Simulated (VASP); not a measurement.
Set up this calculation in VASP 6.6.1, as the native input.

```
Task                   : single point
Functional             : PBEsol
Potentials or basis    : VASP PAW PBE potentials, release 64 (Al, O)
Cutoff                 : 520 eV
k mesh                 : 6 × 6 × 2
Occupations            : gaussian, width 0.01 eV
Spin                   : no spin polarisation
Dipole correction      : no
Further INCAR settings : ALGO = Normal; EDIFF = 1e-07; NBANDS = 20
```

The structure of Al2O3 lies in POSCAR:

```
Al2O3
1.0
    2.8623403936     -0.0000002865      0.0000000000
   -1.4311699487      2.4788596384      0.0000000000
    0.0000000000      0.0000000000      9.3233037247
Al O
2 3
Direct
    0.0000000000      0.0000000000      0.1486989072
    0.0000000000      0.0000000000      0.8513010928
    0.3333333333      0.6666666667      0.2214794785
    0.6666666667      0.3333333333      0.0000000000
    0.3333333333      0.6666666667      0.7785205215
```

The input as run:

INCAR

```
  PREC = Accurate
  ENCUT = 520
  EDIFF = 1E-7
  ISMEAR = 0
  SIGMA = 0.01
  LREAL = False
  LASPH = True
  NELM = 80
  ALGO = Normal
  ISIF = 2
  LWAVE = False
  LCHARG = True
  GGA = PS
  LELF = True
  LVHAR = True
  NBANDS = 20
```

KPOINTS

```
Automatic mesh
0
Gamma
  6 6 2
```

Potentials or basis: VASP PAW PBE potentials, release 64 (Al, O).

Run with:

```sh
$ cat potpaw_PBE.64/Al/POTCAR potpaw_PBE.64/O/POTCAR > POTCAR
$ mpirun -np 1 vasp_std > vasp.out
```

It gave:

| Item | Value |
| --- | --- |
| Pressure | 0.2 GPa |
| Largest force | 0.030 eV/Å |
| Band gap on the k mesh | 4.91 eV, indirect (least direct gap 5.16 eV) |

Caveat: the k points lie up to 0.42 Å⁻¹ apart; the PAW data sets were made with another functional, which shifts forces and pressure a little.

Wall time 22 s on 1 thread of Intel(R) Xeon(R) Platinum 8488C (Sapphire Rapids) (shared host), peak memory 0.18 GiB.
